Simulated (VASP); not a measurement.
BaBi:

```
Ba Bi
1.0
     4.12636    0.00000    0.00000
     0.00000    4.12636    0.00000
     0.00000    0.00000    4.12636
Ba Bi
1 1
Direct
  0.00000 0.00000 0.00000
  0.50000 0.50000 0.50000
```

```yaml
Program: VASP 6.6.1
Task: relaxation of cell and atoms
Functional: PBE
Potentials_or_basis: VASP PAW PBE potentials, release 64 (Ba_sv, Bi_d)
Cutoff: 600 eV
k_mesh: 4 × 4 × 4
Occupations: gaussian, width 0.1 eV
Spin: no spin polarisation
```

At the start: pressure 6.2 GPa; volume 35.13 Å³/atom.

**Question.** Where does the relaxation end?

**Answer.** Over 3 steps the energy falls by 98.7 meV/atom and the volume is 40.93 Å³/atom (+16.5 %); space group Pm-3m (No. 221, to 0.1 Å) before and after.

Step by step:
| step | energy change (eV) | largest force (eV/Å) | pressure (GPa) | volume (Å³) |
| --- | --- | --- | --- | --- |
| 1 | 0.0000 | 0.0000 | 6.19 | 70.26 |
| 2 | -0.1880 | 0.0000 | -0.97 | 84.99 |
| 3 | -0.1973 | 0.0000 | 0.03 | 81.86 |

Final structure:
```yaml
crystal:
  lattice:
    - [4.34199, 0.00000, 0.00000]
    - [0.00000, 4.34199, 0.00000]
    - [0.00000, 0.00000, 4.34199]
  atoms:
    - { symbol: Ba, position: [0.00000, 0.00000, 0.00000] }
    - { symbol: Bi, position: [0.50000, 0.50000, 0.50000] }
```

Caveat: the k points lie up to 0.36 Å⁻¹ apart in the final cell, too coarse for converged energies and pressures of a metal; the volume moved by over 15 % at a fixed basis, so the end points are rough.
